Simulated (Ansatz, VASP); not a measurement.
# Two plane-wave programs on HfTi2Si2

```
CELL_PARAMETERS angstrom
3.91609 0.00000 0.00000
-1.95804 3.39143 0.00000
0.00000 0.00000 6.90376
ATOMIC_POSITIONS crystal
Hf 0.00000 0.00000 0.00000
Ti 0.66667 0.33333 0.36996
Ti 0.33333 0.66667 0.63004
Si 0.33333 0.66667 0.21792
Si 0.66667 0.33333 0.78208
```

Change from the starting cell: species swapped into the Li2MnO2 type (P-3m1, No. 164).

Alike in both runs: task relaxation of cell and atoms; functional PBE; k mesh 12 × 12 × 6; occupations gaussian, width 0.1 eV; no spin polarisation.

```csv
,VASP,Ansatz
version,VASP 6.6.1,Ansatz 0.2.0
potentials or method,"VASP PAW PBE potentials, release 64 (Hf_pv, Ti_sv, Si), cutoff 600 eV","scalar-relativistic, plane waves, PAW"
valence electrons in the cell,42,58
```

Ansatz gave:

| Quantity | Value |
| --- | --- |
| gap on the k mesh at the Fermi level, each at its own relaxed structure (eV) | none |
| relaxed volume (Å³/atom) | 18.31 |
| relaxed length of the cell vector where the two differ most in proportion (Å) | 6.863 |

Problem. What did VASP give for the same quantities?

Solution. gap on the k mesh at the Fermi level, each at its own relaxed structure (eV): none; relaxed volume (Å³/atom): 18.31; relaxed length of the cell vector where the two differ most in proportion (Å): 6.860.

A gap of «none» marks a metal or a gap that the smearing closes. VASP's potentials hold 42 valence electrons a cell and Ansatz's 58, so a difference there can come from the potentials and not from the codes.

Spin-orbit coupling is off throughout.
